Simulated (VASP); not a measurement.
**I: single point with PBE+D3(BJ)**

The system is I.

```xyz
4
Lattice="3.6719 -2.2405 0.0000 3.6719 2.2405 0.0000 0.0000 0.0000 9.6521" Properties=species:S:1:pos:R:3 pbc="T T T"
I     3.6719   -1.4737    8.4705
I     3.6719    0.7669    6.0077
I     3.6719    1.4737    1.1817
I     3.6719   -0.7669    3.6444
```

```yaml
Program: VASP 6.6.1
Task: single point
Functional: PBE
Dispersion: D3(BJ)
Potentials_or_basis: VASP PAW PBE potentials, release 64 (I)
Cutoff: 520 eV
k_mesh: 8 × 8 × 4
Occupations: gaussian, width 0.02 eV
Spin: no spin polarisation
```

```yaml
Pressure: 0.0 GPa
Largest_force: 0.015 eV/Å
Band_gap_on_the_k_mesh: 0.84 eV (least direct gap 1.15 eV)
Dispersion_energy_per_atom: -0.327 eV
```

Forces in eV/Å, atoms in the order of the input:
```
I    0.000 -0.009  0.011
I    0.000 -0.009 -0.011
I    0.000  0.009 -0.011
I    0.000  0.009  0.011
```

Levels at points of the mesh, in eV from the valence-band top:
| k point | band 11 | band 12 | band 13 | band 14 | band 15 | band 16 | band 17 | band 18 |
| --- | --- | --- | --- | --- | --- | --- | --- | --- |
| (0.00, 0.00, 0.00) | -0.95 | -0.81 | -0.40 | -0.03 | 1.12 | 1.91 | 4.77 | 5.23 |
| (0.50, 0.00, 0.00) | -1.60 | -1.60 | -0.83 | -0.83 | 2.17 | 2.17 | 5.17 | 5.17 |
| (0.50, 0.50, 0.00) | -1.79 | -1.62 | -1.06 | -0.49 | 0.92 | 1.59 | 4.63 | 5.76 |
| (0.00, 0.00, 0.50) | -0.81 | -0.81 | -0.18 | -0.18 | 1.22 | 1.22 | 5.60 | 5.60 |
| (0.50, 0.00, 0.50) | -1.03 | -1.03 | 0.00 | 0.00 | 1.23 | 1.23 | 5.63 | 5.63 |
| (0.50, 0.50, 0.50) | -1.27 | -1.27 | -1.17 | -1.17 | 0.99 | 0.99 | 5.65 | 5.65 |

Run time: 2.5 min on 1 thread of Intel(R) Xeon(R) Platinum 8259CL CPU @ 2.50GHz (Skylake/Cascade Lake) (shared host), peak memory 0.35 GiB.

Caveat: spin-orbit coupling is left out, which moves the levels of the heavy elements. A k mesh can miss the band edges.
